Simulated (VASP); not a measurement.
Set up this calculation in VASP 6.6.1, as the native input.

| Property | Result |
| --- | --- |
| Task | single point |
| Functional | PBE |
| Potentials or basis | VASP PAW PBE potentials, release 64 (Ga_d, P, As) |
| Cutoff | 520 eV |
| k mesh | 6 × 6 × 6 |
| Occupations | gaussian, width 0.01 eV |
| Spin | no spin polarisation |
| Dipole correction | no |
| Further INCAR settings | ALGO = Normal; EDIFF = 1e-06; NBANDS = 46 |

The structure of Ga4AsP3 lies in POSCAR:

```
Ga4AsP3
1.0
    5.5641846074      0.0000000000      0.0000000000
    0.0000000000      5.5641846074      0.0000000000
    0.0000000000      0.0000000000      5.5641846074
Ga P As
4 3 1
Direct
    0.7544205770      0.7544205770      0.2455794230
    0.7544205770      0.2455794230      0.7544205770
    0.2455794230      0.7544205770      0.7544205770
    0.2455794230      0.2455794230      0.2455794230
    0.5000000000      0.0000000000      0.0000000000
    0.0000000000      0.5000000000      0.0000000000
    0.0000000000      0.0000000000      0.5000000000
    0.5000000000      0.5000000000      0.5000000000
```

The input as run:

INCAR

```
ALGO     = Normal         # electronic algorithm
EDIFF    = 1E-6           # SCF threshold, eV
ENCUT    = 520            # plane-wave cutoff, eV
GGA      = PE             # functional
ISIF     = 2              # what is computed and relaxed
ISMEAR   = 0              # smearing method
LASPH    = True           # aspherical terms in the spheres
LCHARG   = False          # write CHGCAR
LREAL    = False          # projectors in reciprocal space
LWAVE    = False          # write WAVECAR
NBANDS   = 46             # bands
NELM     = 100            # most SCF steps
PREC     = Accurate       # precision mode
SIGMA    = 0.01           # smearing width, eV
```

KPOINTS

```
k-points
0
Gamma
  6 6 6
```

Potentials or basis: VASP PAW PBE potentials, release 64 (Ga_d, P, As).

Run with:

```sh
$ cat potpaw_PBE.64/Ga_d/POTCAR potpaw_PBE.64/P/POTCAR potpaw_PBE.64/As/POTCAR > POTCAR
$ mpirun -np 1 vasp_std > vasp.out
```

It gave:

```yaml
Pressure: 0.0 GPa
Largest_force: 0.015 eV/Å
Band_gap_on_the_k_mesh: 1.16 eV
```

Wall time 4.4 min on 1 thread of Intel Xeon 8259CL (shared host), peak memory 0.33 GiB.
